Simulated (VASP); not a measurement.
Write the native input for VASP 6.6.1 that does the following.

```yaml
Task: single point
Functional: PBE
Potentials_or_basis: VASP PAW PBE potentials, release 64 (Si, W_sv)
Cutoff: 520 eV
k_mesh: 16 × 16 × 16
Occupations: gaussian, width 0.1 eV
Spin: no spin polarisation
Dipole_correction: no
Further_INCAR_settings: ALGO = Fast; EDIFF = 1e-06; NBANDS = 18
```

The structure of Si2W lies in POSCAR:

```
Si2W
1.0
   -1.6060000000      1.6060000000      3.9400000000
    1.6060000000     -1.6060000000      3.9400000000
    1.6060000000      1.6060000000     -3.9400000000
Si W
2 1
Direct
    0.3330000000      0.3610199253      0.0280199253
    0.6670000000      0.6670000000      0.0000000000
    0.0000000000      0.0000000000      0.0000000000
```

This cell differs from its parent crystal: one atom moved.

The input as run:

INCAR

```
SYSTEM = Si2W
ALGO = Fast
EDIFF = 1E-6
ENCUT = 520
GGA = PE
ISIF = 2
ISMEAR = 0
LASPH = .TRUE.
LCHARG = .FALSE.
LREAL = .FALSE.
LWAVE = .FALSE.
NBANDS = 18
NELM = 80
PREC = Accurate
SIGMA = 0.1
```

KPOINTS

```
k-points
0
G
  16 16 16
  0 0 0
```

Potentials or basis: VASP PAW PBE potentials, release 64 (Si, W_sv).

Launch:

```sh
$ cat potpaw_PBE.64/Si/POTCAR potpaw_PBE.64/W_sv/POTCAR > POTCAR
$ mpirun -np 1 vasp_std > vasp.out
```

It gave:

The pressure is 2.2 GPa, the largest force is 0.785 eV/Å and the band gap on the k mesh is zero (bands 11 and 12 overlap by 1.29 eV).

Caveat: the cell differs from its parent crystal (one atom moved); spin-orbit coupling is left out, which moves the levels of the heavy elements.

Wall time 37 min on 1 thread of Oxide Virtual Turin-like Processor, on a shared host, peak memory 0.8 GiB.
